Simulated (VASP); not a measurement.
Write the native input for VASP 6.6.1 that does the following.

```yaml
Task: single point
Functional: LDA
Potentials_or_basis: VASP PAW LDA potentials, release 64 (Li_sv)
Cutoff: 520 eV
k_mesh: 13 × 13 × 13
Occupations: fermi-dirac, width 0.05 eV
Spin: no spin polarisation
Dipole_correction: no
Further_INCAR_settings: ALGO = Normal; EDIFF = 1e-07; NBANDS = 8
```

The structure of Li lies in POSCAR:

```
Li
1.0
   -1.7441471135      1.7441471135      1.7441471135
    1.7441471135     -1.7441471135      1.7441471135
    1.7441471135      1.7441471135     -1.7441471135
Li
1
Direct
    0.0000000000      0.0000000000      0.0000000000
```

This cell differs from its parent crystal: volume scaled by 0.99.

The input as run:

INCAR

```
SYSTEM = Li
ALGO     = Normal         ! electronic algorithm
EDIFF    = 1E-7           ! SCF threshold, eV
ENCUT    = 520            ! plane-wave cutoff, eV
GGA      = CA             ! functional
ISIF     = 2              ! what is computed and relaxed
ISMEAR   = -1             ! smearing method
LASPH    = .TRUE.         ! aspherical terms in the spheres
LCHARG   = .FALSE.        ! write CHGCAR
LREAL    = .FALSE.        ! projectors in reciprocal space
LWAVE    = .FALSE.        ! write WAVECAR
NBANDS   = 8              ! bands
NELM     = 100            ! most SCF steps
PREC     = Accurate       ! precision mode
SIGMA    = 0.05           ! smearing width, eV
```

KPOINTS

```
k-points
0
G
  13 13 13
  0 0 0
```

Potentials or basis: VASP PAW LDA potentials, release 64 (Li_sv).

Run with:

```sh
$ cat potpaw_LDA.64/Li_sv/POTCAR > POTCAR
$ mpirun -np 1 vasp_std > vasp.out
```

Wall time 12 s on 1 thread of Intel Xeon 6975P-C, on a shared host, peak memory 0.12 GiB.
